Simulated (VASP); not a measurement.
# MgSe (Fm-3m) in VASP: single point with PBE

Aim: the single point of MgSe with PBE.

All numbers are computed with VASP 6.6.1; they aren't measurements. Logs are shortened: lines on timing, memory, paths and dates and some standing lists are left out, and cuts for length are marked.

### Step 1. The cell of the first run

The structure is cubic, space group Fm-3m (No. 225). Conventional cell: a = 5.451 Å, b = 5.451 Å, c = 5.451 Å, α = 90.00°, β = 90.00°, γ = 90.00°. Within 3.6 Å of Mg (site symmetry m-3m) lie 6 Se at 2.73 Å. Within 3.6 Å of Se (site symmetry m-3m) lie 6 Mg at 2.73 Å.

### Step 2. Single point, PBE

Input file INCAR:

```
SYSTEM = MgSe
ALGO = Normal ; EDIFF = 1E-6
ENCUT = 600 ; GGA = PE
GGA_COMPAT = .False. ; ISIF = 2
ISMEAR = 0 ; LASPH = .True.
LCHARG = .True. ; LELF = .True.
LREAL = .False. ; LVHAR = .True.
LWAVE = .False. ; NBANDS = 11
NELM = 120 ; PREC = Accurate
SIGMA = 0.05
```

Input file KPOINTS:

```
k-points
0
Gamma
  10 10 10
  0 0 0
```

Input file POSCAR:

```
MgSe
1.0
    0.0000000000      2.7255000000      2.7255000000
    2.7255000000      0.0000000000      2.7255000000
    2.7255000000      2.7255000000      0.0000000000
Mg Se
1 1
Direct
    0.0000000000      0.0000000000      0.0000000000
    0.5000000000      0.5000000000      0.5000000000
```

Potentials or basis: VASP PAW PBE potentials, release 64 (Mg, Se).

Command:

```
cat potpaw_PBE.64/Mg/POTCAR potpaw_PBE.64/Se/POTCAR > POTCAR
mpirun -np 1 vasp_std > vasp.out
```

OUTCAR:

```text
SYSTEM = MgSe
   EDIFF = 1E-6
   ENCUT = 600
   GGA = PE
   ISIF = 2
   ISMEAR = 0
   LASPH = .True.
   LREAL = .False.
   NELM = 120
   PREC = Accurate

 ion  position               nearest neighbor table
   1  0.000  0.000  0.000-   2 2.73   2 2.73   2 2.73   2 2.73   2 2.73   2 2.73
   2  0.500  0.500  0.500-   1 2.73   1 2.73   1 2.73   1 2.73   1 2.73   1 2.73

  LATTYP: Found a face centered cubic cell.
 ALAT       =     5.4510000000

  Lattice vectors:

 A1 = (   0.0000000000,   2.7255000000,   2.7255000000)
 A2 = (   2.7255000000,   0.0000000000,   2.7255000000)
 A3 = (   2.7255000000,   2.7255000000,   0.0000000000)

Analysis of symmetry for initial positions (statically):
=====================================================================
 Subroutine PRICEL returns:
 Original cell was already a primitive cell.

 Routine SETGRP: Setting up the symmetry group for a
 face centered cubic supercell.

 Subroutine GETGRP returns: Found 48 space group operations
 (whereof 48 operations were pure point group operations)
 out of a pool of 48 trial point group operations.

The static configuration has the point symmetry O_h .

Analysis of symmetry for dynamics (positions and initial velocities):
=====================================================================
 Subroutine PRICEL returns:
 Original cell was already a primitive cell.

 Routine SETGRP: Setting up the symmetry group for a
 face centered cubic supercell.

 Subroutine GETGRP returns: Found 48 space group operations
 (whereof 48 operations were pure point group operations)
 out of a pool of 48 trial point group operations.

The dynamic configuration has the point symmetry O_h .

 Subroutine INISYM returns: Found 48 space group operations
 (whereof 48 operations are pure point group operations),
 and found     1 'primitive' translations

----------------------------------------------------------------------------------------

                                     Primitive cell

  volume of cell :      40.4919

  direct lattice vectors                    reciprocal lattice vectors
     0.000000000  2.725500000  2.725500000    -0.183452578  0.183452578  0.183452578
     2.725500000  0.000000000  2.725500000     0.183452578 -0.183452578  0.183452578
     2.725500000  2.725500000  0.000000000     0.183452578  0.183452578 -0.183452578

  length of vectors
     3.854439064  3.854439064  3.854439064     0.317749185  0.317749185  0.317749185

  position of ions in fractional coordinates (direct lattice)
     0.000000000  0.000000000  0.000000000
     0.500000000  0.500000000  0.500000000

  ion indices of the primitive-cell ions
   primitive index   ion index
                 1           1
                 2           2

----------------------------------------------------------------------------------------

 KPOINTS: k-points

Automatic generation of k-mesh.
 Grid dimensions read from file:
 generate k-points for:   10   10   10

 Generating k-lattice:

  Cartesian coordinates                     Fractional coordinates (reciprocal lattice)
    -0.018345258  0.018345258  0.018345258     0.100000000  0.000000000  0.000000000
     0.018345258 -0.018345258  0.018345258     0.000000000  0.100000000  0.000000000
     0.018345258  0.018345258 -0.018345258     0.000000000  0.000000000  0.100000000

  Length of vectors
     0.031774919  0.031774919  0.031774919

  Shift w.r.t. Gamma in fractional coordinates (k-lattice)
     0.000000000  0.000000000  0.000000000

 Subroutine IBZKPT returns following result:
 ===========================================

 Found     47 irreducible k-points:

 Following reciprocal coordinates:
            Coordinates               Weight
  0.000000  0.000000  0.000000      1.000000
  0.100000  0.000000  0.000000      8.000000
  0.200000  0.000000  0.000000      8.000000
  0.300000  0.000000  0.000000      8.000000
  0.400000  0.000000  0.000000      8.000000
  0.500000  0.000000  0.000000      4.000000
[... 16 lines left out ...]
  0.300000  0.300000  0.000000      6.000000
  0.400000  0.300000  0.000000     24.000000
 [... further k-points ...]
   k-points           NKPTS =     47   k-points in BZ     NKDIM =     47   number of bands    NBANDS=     11
   number of dos      NEDOS =    301   number of ions     NIONS =      2
   total plane-waves  NPLWV =  32768
   dimension x,y,z NGX =    32 NGY =   32 NGZ =   32
   dimension x,y,z NGXF=    64 NGYF=   64 NGZF=   64
   ions per type =               1   1
   NGX,Y,Z   is equivalent  to a cutoff of  13.80, 13.80, 13.80 a.u.
   NGXF,Y,Z  is equivalent  to a cutoff of  27.60, 27.60, 27.60 a.u.
 SYSTEM =  MgSe
   PREC   = accura    normal or accurate (medium, high low for compatibility)
   ISTART =      0    job   : 0-new  1-cont  2-samecut
   ICHARG =      2    charge: 1-file 2-atom 10-const
   ISPIN  =      1    spin polarized calculation?
   LNONCOLLINEAR =      F non collinear calculations
   LSORBIT =      F    spin-orbit coupling
   LASPH  =      T    aspherical Exc in radial PAW
   ENCUT  =  600.0 eV  44.10 Ry    6.64 a.u.   7.70  7.70  7.70*2*pi/ulx,y,z
   NELM   =    120;   NELMIN=  2; NELMDL= -5     # of ELM steps
   EDIFF  = 0.1E-05   stopping-criterion for ELM
   LREAL  =      F    real-space projection
   EDIFFG = 0.1E-04   stopping-criterion for IOM
   NSW    =      0    number of steps for IOM
   IBRION =     -1    ionic relax: 0-MD 1-quasi-New 2-CG
   NFREE  =      0    steps in history (QN), initial steepest desc. (CG)
   ISIF   =      2    stress and relaxation
   ISYM   =      2    0-nonsym 1-usesym 2-fastsym
   POTIM  = 0.5000    time-step for ionic-motion
   TEBEG  =    0.0;   TEEND  =   0.0 temperature during run
   PSTRESS=    0.0 pullay stress
   NELECT =       8.0000    total number of electrons
   NUPDOWN=      -1.0000    fix difference up-down
   EMIN   =  10.00;   EMAX   =-10.00  energy-range for DOS
   EFERMI =   0.00;   METHOD = LEGACY
   ISMEAR =     0;   SIGMA  =   0.05  broadening in eV -4-tet -1-fermi 0-gaus
   EFERMI_NEDOS =   21; number of points for ismear=-14 and -15
   IALGO  =     38    algorithm
   IMIX   =      4    mixing-type and parameters
     AMIX     =   0.40;   BMIX     =  1.00
     AMIX_MAG =   1.60;   BMIX_MAG =  1.00
  volume/ion in A,a.u.               =      20.25       136.63
  Fermi-wavevector in a.u.,A,eV,Ry     =   0.953488  1.801831 12.369596  0.909140
  Thomas-Fermi vector in A             =   2.082148
   LORBIT       =      0    0 simple, 1 ext, 2 COOP (PROOUT), +10 PAW based schemes
   GGA     = PE    functional components
   LHFCALC =     F    Hartree Fock is set to
   AEXX    =    0.0000 exact exchange contribution
   IVDW    =     0    specifies the selected vdW correction
   LEPSILON=     F    determine dielectric tensor
   LRPA    =     F    only Hartree local field effects (RPA)
 non-spin polarized calculation
 Gauss-broadening in eV      SIGMA  =   0.05
  energy-cutoff  :      600.00
  volume of cell :       40.49
 maximum number of plane-waves:      1369
   NGX = 15   NGY = 15   NGZ = 15

 number of electron       8.0000000 magnetization

 Free energy of the ion-electron system (eV)
  ---------------------------------------------------
  ext. energy  EPLUGINS =         0.00000000
  ---------------------------------------------------
  free energy    TOTEN  =        -7.48400112 eV

  energy without entropy =       -7.48400112  energy(sigma->0) =       -7.48400112

 E-fermi :   3.5161     XC(G=0):  -9.4898

 val. band max:        3.2278960765   @ k =   0.0000   0.0000   0.0000
 cond. band min:       5.0303171711   @ k =   0.5000   0.5000   0.0000
 fundamental gap:      1.8024210945
 Fermi energy:         3.5160594022

 k-point     1 :       0.0000    0.0000    0.0000
  band No.  band energies     occupation
      1      -9.7164      2.00000
      2       3.2279      2.00000
      3       3.2279      2.00000
      4       3.2279      2.00000
      5       5.8253      0.00000
      6      10.6397      0.00000
      7      10.6397      0.00000
      8      10.6397      0.00000
      9      13.1981      0.00000
     10      13.1981      0.00000
     11      14.2066      0.00000

 k-point     2 :       0.1000    0.0000    0.0000
  band No.  band energies     occupation
      1      -9.6306      2.00000
      2       2.3616      2.00000
      3       3.1612      2.00000
      4       3.1612      2.00000
      5       6.5434      0.00000
      6      10.3796      0.00000
      7      10.8160      0.00000
      8      10.8160      0.00000
      9      12.3750      0.00000
     10      12.3750      0.00000
     11      14.1487      0.00000

 k-point     3 :       0.2000    0.0000    0.0000
  band No.  band energies     occupation
      1      -9.3899      2.00000
      2       0.9113      2.00000
      3       2.9999      2.00000
      4       2.9999      2.00000
      5       7.2827      0.00000
      6      10.5352      0.00000
      7      10.6444      0.00000
      8      10.6444      0.00000
      9      12.3008      0.00000
     10      12.3008      0.00000
     11      13.5215      0.00000

 k-point     4 :       0.3000    0.0000    0.0000
  band No.  band energies     occupation
      1      -9.0516      2.00000
      2      -0.4206      2.00000
      3       2.8219      2.00000
      4       2.8219      2.00000
      5       7.3007      0.00000
      6       9.9668      0.00000
      7       9.9668      0.00000
      8      11.5497      0.00000
      9      13.0860      0.00000
     10      13.4924      0.00000
     11      13.4924      0.00000

 k-point     5 :       0.4000    0.0000    0.0000
  band No.  band energies     occupation
      1      -8.7319      2.00000
      2      -1.3712      2.00000
      3       2.6918      2.00000
      4       2.6918      2.00000
      5       7.1290      0.00000
      6       9.4906      0.00000
      7       9.4906      0.00000
      8      11.9256      0.00000
      9      13.8540      0.00000
     10      15.2062      0.00000
     11      15.2062      0.00000
[... 211 lines left out ...]
 k-point    21 :      -0.3000    0.2000    0.0000
  band No.  band energies     occupation
      1      -8.6457      2.00000
      2      -0.8273      2.00000
      3       1.0366      2.00000
      4       2.6010      2.00000
      5       8.0599      0.00000
      6       9.5108      0.00000
      7      10.1742      0.00000
      8      11.4110      0.00000
      9      13.3377      0.00000
     10      15.4595      0.00000
     11      16.2867      0.00000

 k-point    22 :      -0.2000    0.2000    0.0000
  band No.  band energies     occupation
      1      -8.9417      2.00000
      2      -0.1890      2.00000
      3       1.4846      2.00000
      4       2.8866      2.00000
      5       8.6079      0.00000
      6       9.5771      0.00000
      7      10.1951      0.00000
      8      10.2329      0.00000
      9      12.1970      0.00000
     10      15.7377      0.00000
     11      15.9590      0.00000

 k-point    23 :       0.3000    0.3000    0.0000
  band No.  band energies     occupation
      1      -8.8468      2.00000
      2      -0.0248      2.00000
      3       1.9345      2.00000
      4       1.9345      2.00000
      5       6.5738      0.00000
      6       7.9312      0.00000
      7      11.6336      0.00000
      8      13.4836      0.00000
      9      13.4836      0.00000
     10      14.5987      0.00000
     11      17.6613      0.00000

 k-point    24 :       0.4000    0.3000    0.0000
  band No.  band energies     occupation
      1      -8.6045      2.00000
      2      -0.5067      2.00000
      3       1.4900      2.00000
      4       1.7768      2.00000
      5       6.2163      0.00000
      6       7.9939      0.00000
      7      12.0892      0.00000
      8      13.0634      0.00000
      9      14.5221      0.00000
     10      16.1274      0.00000
     11      18.2253      0.00000

 [... further k-points ...]

------------------------ aborting loop because EDIFF is reached ----------------------------------------

  FORCE on cell =-STRESS in cart. coord.  units (eV):
  Direction    XX          YY          ZZ          XY          YZ          ZX
  --------------------------------------------------------------------------------------
  -------------------------------------------------------------------------------------
  Total        0.4811602      0.4811602      0.4811602     -0.0000000      0.0000000     -0.0000000
  in kB       19.0384547     19.0384547     19.0384547     -0.0000000      0.0000000     -0.0000000
  external PRESSURE =      19.0384547 kB  Pullay stress =       0.0000000 kB

 VOLUME and BASIS-vectors are now :
 -----------------------------------------------------------------------------
  energy-cutoff  :      600.00
  volume of cell :       40.49
      direct lattice vectors                 reciprocal lattice vectors
     0.000000000  2.725500000  2.725500000    -0.183452578  0.183452578  0.183452578
     2.725500000  0.000000000  2.725500000     0.183452578 -0.183452578  0.183452578
     2.725500000  2.725500000  0.000000000     0.183452578  0.183452578 -0.183452578

 POSITION                                       TOTAL-FORCE (eV/Angst)
 -----------------------------------------------------------------------------------
      0.00000      0.00000      0.00000        -0.000000      0.000000     -0.000000
      2.72550      2.72550      2.72550         0.000000     -0.000000      0.000000
 -----------------------------------------------------------------------------------
    total drift:                               -0.000000     -0.000000      0.000000

  FREE ENERGIE OF THE ION-ELECTRON SYSTEM (eV)
  ---------------------------------------------------
  free  energy   TOTEN  =        -7.4840011234 eV

  energy  without entropy=       -7.4840011234  energy(sigma->0) =       -7.48400112
```

Run time: 41 s. Hardware: 1 thread of Intel Xeon 8259CL, shared host; peak memory 0.19 GiB.

Results:

| Property | Result |
| --- | --- |
| Free energy | -7.4840 eV |
| Pressure | 1.9 GPa |
| Band gap on the k mesh | 1.80 eV, indirect (least direct gap 2.60 eV) |
